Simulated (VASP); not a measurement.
# W3C in VASP: notebook, part 2 of 2

VASP 6.6.1. The steps go on from the part before.

### Step 4. Single point, PBE

File INCAR:

```
SYSTEM = W3C
PREC     = Accurate       ! precision mode
ENCUT    = 520            ! plane-wave cutoff, eV
EDIFF    = 1E-7           ! SCF threshold, eV
ISMEAR   = 0              ! smearing method
SIGMA    = 0.1            ! smearing width, eV
LREAL    = .False.        ! projectors in reciprocal space
LASPH    = .True.         ! aspherical terms in the spheres
NELM     = 100            ! most SCF steps
ALGO     = Normal         ! electronic algorithm
ISIF     = 2              ! what is computed and relaxed
LWAVE    = .False.        ! write WAVECAR
LCHARG   = .False.        ! write CHGCAR
LDIPOL   = .True.       
IDIPOL   = 3            
DIPOL    = 0.5 0.5 0.339
GGA      = PE             ! functional
NBANDS   = 31             ! bands
```

File KPOINTS:

```
Automatic mesh
0
Gamma
  9 9 1
  0 0 0
```

File POSCAR:

```
W3C
1.0
    2.8545944806      0.0000000000      0.0000000000
   -1.4272972403      2.4721513377      0.0000000000
    0.0000000000      0.0000000000     21.6971108210
W C
3 1
Direct
    0.6666666667      0.3333333333      0.1843563428
    0.3333333333      0.6666666667      0.2926027619
    0.0000000000      0.0000000000      0.4008418859
    0.5555555556     -0.5555555556      0.4787324408
```

Potentials or basis: VASP PAW PBE potentials, release 64 (W_sv, C).

Command:

```bash
> cat potpaw_PBE.64/W_sv/POTCAR potpaw_PBE.64/C/POTCAR > POTCAR
> mpirun -np 1 vasp_std > vasp.out
```

OUTCAR:

```text
SYSTEM = W3C
   PREC = Accurate
   ENCUT = 520
   EDIFF = 1E-7
   ISMEAR = 0
   LREAL = .False.
   LASPH = .True.
   NELM = 100
   ISIF = 2
   GGA = PE

 ion  position               nearest neighbor table
   1  0.667  0.333  0.184-   2 2.87   2 2.87   2 2.87
   2  0.333  0.667  0.293-   3 2.87   3 2.87   3 2.87   1 2.87   1 2.87   1 2.87
   3  0.000  0.000  0.401-   4 2.23   4 2.23   4 2.77   2 2.87   2 2.87   2 2.87
   4  0.556  0.444  0.479-   3 2.23   3 2.23   3 2.77

  LATTYP: Found a hexagonal cell.
 ALAT       =     2.8545944806
 C/A-ratio  =     7.6007681541

  Lattice vectors:

 A1 = (   2.8545944806,   0.0000000000,   0.0000000000)
 A2 = (  -1.4272972403,   2.4721513377,   0.0000000000)
 A3 = (   0.0000000000,   0.0000000000,  21.6971108210)

Analysis of symmetry for initial positions (statically):
=====================================================================
 Subroutine PRICEL returns:
 Original cell was already a primitive cell.

 Routine SETGRP: Setting up the symmetry group for a
 hexagonal supercell.

 Subroutine GETGRP returns: Found  2 space group operations
 (whereof  2 operations were pure point group operations)
 out of a pool of 24 trial point group operations.

The static configuration has the point symmetry C_1h.

Analysis of symmetry for dynamics (positions and initial velocities):
=====================================================================
 Subroutine PRICEL returns:
 Original cell was already a primitive cell.

 Routine SETGRP: Setting up the symmetry group for a
 hexagonal supercell.

 Subroutine GETGRP returns: Found  2 space group operations
 (whereof  2 operations were pure point group operations)
 out of a pool of 24 trial point group operations.

The dynamic configuration has the point symmetry C_1h.

 Subroutine INISYM returns: Found  2 space group operations
 (whereof  2 operations are pure point group operations),
 and found     1 'primitive' translations

----------------------------------------------------------------------------------------

                                     Primitive cell

  volume of cell :     153.1163

  direct lattice vectors                    reciprocal lattice vectors
     2.854594481  0.000000000  0.000000000     0.350312455  0.202252990  0.000000000
    -1.427297240  2.472151338  0.000000000     0.000000000  0.404505980  0.000000000
     0.000000000  0.000000000 21.697110821     0.000000000  0.000000000  0.046089086

  length of vectors
     2.854594481  2.854594481 21.697110821     0.404505980  0.404505980  0.046089086

  position of ions in fractional coordinates (direct lattice)
     0.666666667  0.333333333  0.184356343
     0.333333333  0.666666667  0.292602762
     0.000000000  0.000000000  0.400841886
     0.555555556  0.444444444  0.478732441

  ion indices of the primitive-cell ions
   primitive index   ion index
                 1           1
                 2           2
                 3           3
                 4           4

----------------------------------------------------------------------------------------

 KPOINTS: Automatic mesh

Automatic generation of k-mesh.
[... 28 lines left out ...]
  0.333333  0.000000  0.000000      4.000000
[... 16 lines left out ...]
 -0.222222 -0.444444  0.000000      4.000000
  0.444444  0.333333  0.000000      4.000000
   k-points           NKPTS =     25   k-points in BZ     NKDIM =     25   number of bands    NBANDS=     31
   number of dos      NEDOS =    301   number of ions     NIONS =      4
   total plane-waves  NPLWV =  93312
   dimension x,y,z NGX =    24 NGY =   24 NGZ =  162
   dimension x,y,z NGXF=    48 NGYF=   48 NGZF=  324
   ions per type =               3   1
   NGX,Y,Z   is equivalent  to a cutoff of  13.98, 13.98, 12.41 a.u.
   NGXF,Y,Z  is equivalent  to a cutoff of  27.95, 27.95, 24.83 a.u.
 SYSTEM =  W3C
   PREC   = accura    normal or accurate (medium, high low for compatibility)
   ISTART =      0    job   : 0-new  1-cont  2-samecut
   ICHARG =      2    charge: 1-file 2-atom 10-const
   ISPIN  =      1    spin polarized calculation?
   LNONCOLLINEAR =      F non collinear calculations
   LSORBIT =      F    spin-orbit coupling
   LASPH  =      T    aspherical Exc in radial PAW
   ENCUT  =  520.0 eV  38.22 Ry    6.18 a.u.   5.31  5.31 40.34*2*pi/ulx,y,z
   NELM   =    100;   NELMIN=  2; NELMDL= -5     # of ELM steps
   EDIFF  = 0.1E-06   stopping-criterion for ELM
   LREAL  =      F    real-space projection
   EDIFFG = 0.1E-05   stopping-criterion for IOM
   NSW    =      0    number of steps for IOM
   IBRION =     -1    ionic relax: 0-MD 1-quasi-New 2-CG
   NFREE  =      0    steps in history (QN), initial steepest desc. (CG)
   ISIF   =      2    stress and relaxation
   ISYM   =      2    0-nonsym 1-usesym 2-fastsym
   POTIM  = 0.5000    time-step for ionic-motion
   TEBEG  =    0.0;   TEEND  =   0.0 temperature during run
   PSTRESS=    0.0 pullay stress
   NELECT =      46.0000    total number of electrons
   NUPDOWN=      -1.0000    fix difference up-down
   EMIN   =  10.00;   EMAX   =-10.00  energy-range for DOS
   EFERMI =   0.00;   METHOD = LEGACY
   ISMEAR =     0;   SIGMA  =   0.10  broadening in eV -4-tet -1-fermi 0-gaus
   EFERMI_NEDOS =   21; number of points for ismear=-14 and -15
   IALGO  =     38    algorithm
   IMIX   =      4    mixing-type and parameters
     AMIX     =   0.40;   BMIX     =  1.00
     AMIX_MAG =   1.60;   BMIX_MAG =  1.00
  volume/ion in A,a.u.               =      38.28       258.32
  Fermi-wavevector in a.u.,A,eV,Ry     =   1.096445  2.071981 16.356820  1.202192
  Thomas-Fermi vector in A             =   2.232787
   LORBIT       =      0    0 simple, 1 ext, 2 COOP (PROOUT), +10 PAW based schemes
   GGA     = PE    functional components
   LHFCALC =     F    Hartree Fock is set to
   AEXX    =    0.0000 exact exchange contribution
   IVDW    =     0    specifies the selected vdW correction
   LEPSILON=     F    determine dielectric tensor
   LRPA    =     F    only Hartree local field effects (RPA)
 non-spin polarized calculation
 Gauss-broadening in eV      SIGMA  =   0.10
  energy-cutoff  :      520.00
  volume of cell :      153.12
 maximum number of plane-waves:      4147
 NGX is ok and might be reduce to    24
   NGX = 11   NGY = 11   NGZ = 81

 dipolmoment           0.000000      0.000000     -0.006388 electrons x Angstroem

 number of electron      45.9999997 magnetization

 dipolmoment           0.000000      0.000000      0.063682 electrons x Angstroem

 Free energy of the ion-electron system (eV)
  ---------------------------------------------------
  ext. energy  EPLUGINS =         0.00000000
  ---------------------------------------------------
  free energy    TOTEN  =       -41.79654956 eV

  energy without entropy =      -41.77561585  energy(sigma->0) =      -41.78608271

 E-fermi :  -0.0478     XC(G=0):  -5.8499

 val. band max:       -0.0648626964   @ k =   0.0000   0.0000   0.0000
 cond. band min:      -0.0461138719   @ k =  -0.4444   0.3333   0.0000
 fundamental gap:      0.0187488245
 Fermi energy:        -0.0477673797

 k-point     1 :       0.0000    0.0000    0.0000
  band No.  band energies     occupation
      1     -73.8720      2.00000
      2     -73.7565      2.00000
      3     -73.7014      2.00000
      4     -38.4062      2.00000
      5     -38.0734      2.00000
      6     -37.6752      2.00000
[... 805 lines left out ...]
     30       4.9467      0.00000
     31       5.4515      0.00000

 [... further k-points ...]

------------------------ aborting loop because EDIFF is reached ----------------------------------------

 vacuum level on the upper side and lower side of the slab       (xc-potential included)         0.786        -0.807

  FORCE on cell =-STRESS in cart. coord.  units (eV):
  Direction    XX          YY          ZZ          XY          YZ          ZX
  --------------------------------------------------------------------------------------
  -------------------------------------------------------------------------------------
  Total       -4.0919934     -3.6423586     -6.7498127      0.3893952      0.5232697     -0.9063302
  in kB      -42.8177776    -38.1128915    -70.6286529      4.0745509      5.4753865     -9.4836526
  external PRESSURE =     -50.5197740 kB  Pullay stress =       0.0000000 kB

 VOLUME and BASIS-vectors are now :
 -----------------------------------------------------------------------------
  energy-cutoff  :      520.00
  volume of cell :      153.12
      direct lattice vectors                 reciprocal lattice vectors
     2.854594481  0.000000000  0.000000000     0.350312455  0.202252990  0.000000000
    -1.427297240  2.472151338  0.000000000     0.000000000  0.404505980  0.000000000
     0.000000000  0.000000000 21.697110821     0.000000000  0.000000000  0.046089086

 POSITION                                       TOTAL-FORCE (eV/Angst)
 -----------------------------------------------------------------------------------
      1.42730      0.82405      4.00000         0.094570     -0.054600      0.003191
     -0.00000      1.64810      6.34863         0.007578     -0.004375      0.213564
      0.00000      0.00000      8.69711         0.160791     -0.092833      3.450455
      0.95153      1.09873     10.38711        -0.262939      0.151808     -3.667211
 -----------------------------------------------------------------------------------
    total drift:                                0.000013     -0.000008     -0.000601

  FREE ENERGIE OF THE ION-ELECTRON SYSTEM (eV)
  ---------------------------------------------------
  free  energy   TOTEN  =       -41.7965495649 eV

  energy  without entropy=      -41.7756158501  energy(sigma->0) =      -41.78608271

 vacuum level on the upper side and lower side of the slab         6.720         5.074
```

Run time: 2.5 min. Hardware: 1 thread of AMD EPYC 9R45 (Zen 5), shared host; peak memory 0.31 GiB.

What came out:

- Free energy: -41.7965 eV
- Largest force: 3.680 eV/Å
- Band gap on the k mesh: zero (bands 23 and 24 overlap by 1.28 eV)

Forces on the atoms (eV/Å):
```
W    0.095 -0.055  0.003
W    0.008 -0.004  0.214
W    0.161 -0.093  3.450
C   -0.263  0.152 -3.667
```

Caveat: spin-orbit coupling is left out, which moves the levels of the heavy elements.

### Step 5. Single point, PBE

File INCAR:

```
SYSTEM = W3C
PREC = Accurate
ENCUT = 520
EDIFF = 1E-6
ISMEAR = 0
SIGMA = 0.1
LREAL = .False.
LASPH = .True.
NELM = 100
ALGO = Normal
ISIF = 2
LWAVE = .False.
LCHARG = .False.
LDIPOL = .True.
IDIPOL = 3
DIPOL = 0.5 0.5 0.349
GGA = PE
NBANDS = 31
```

File KPOINTS:

```
regular mesh
0
Gamma
  9 9 1
  0 0 0
```

Changes to POSCAR since step 4:

```diff
@@ -11,2 +11,2 @@
     0.0000000000      0.0000000000      0.4008418859
-    0.5555555556     -0.5555555556      0.4787324408
+    0.5555555556     -0.5555555556      0.5174472728
```

Command:

```bash
> cat potpaw_PBE.64/W_sv/POTCAR potpaw_PBE.64/C/POTCAR > POTCAR
> mpirun -np 1 vasp_std > vasp.out
```

Wall time 2.1 min (1 thread of AMD EPYC 9R45 (Zen 5), shared host); peak memory 0.31 GiB.

It converged, with:

- Free energy: -39.2616 eV
- Largest force: 2.585 eV/Å
- Band gap on the k mesh: zero (bands 23 and 24 overlap by 1.07 eV)

Forces on the atoms (eV/Å):
```
W    0.020 -0.011 -0.098
W   -0.040  0.023 -0.090
W    0.048 -0.028  2.584
C   -0.027  0.016 -2.397
```

Levels at points of the mesh, in eV from the Fermi level:
| k point | band 19 | band 20 | band 21 | band 22 | band 23 | band 24 | band 25 | band 26 | band 27 | band 28 |
| --- | --- | --- | --- | --- | --- | --- | --- | --- | --- | --- |
| (0.00, 0.00, 0.00) | -1.03 | -0.52 | -0.51 | -0.24 | -0.23 | 0.05 | 0.05 | 0.21 | 2.32 | 2.36 |

Caveat: spin-orbit coupling is left out, which moves the levels of the heavy elements.

### Step 6. The runs side by side

| cell | gap on the mesh (eV) | largest force (eV/Å) |
| --- | --- | --- |
| as given, atomic positions A | none | 0.74 |
| as given, atomic positions B | none | 0.75 |
| as given, atomic positions C | none | 3.68 |
| as given, atomic positions D | none | 2.58 |

Alike in all rows: task single point; level PBE; potentials or basis VASP PAW PBE potentials, release 64 (W_sv, C); no spin polarisation; k mesh 9 × 9 × 1; cutoff (eV) 520; smearing gaussian 0.1 eV.

Caveats: spin-orbit coupling is left out, which moves the levels of the heavy elements.

Absolute energies hang on the potentials; compare differences alone.
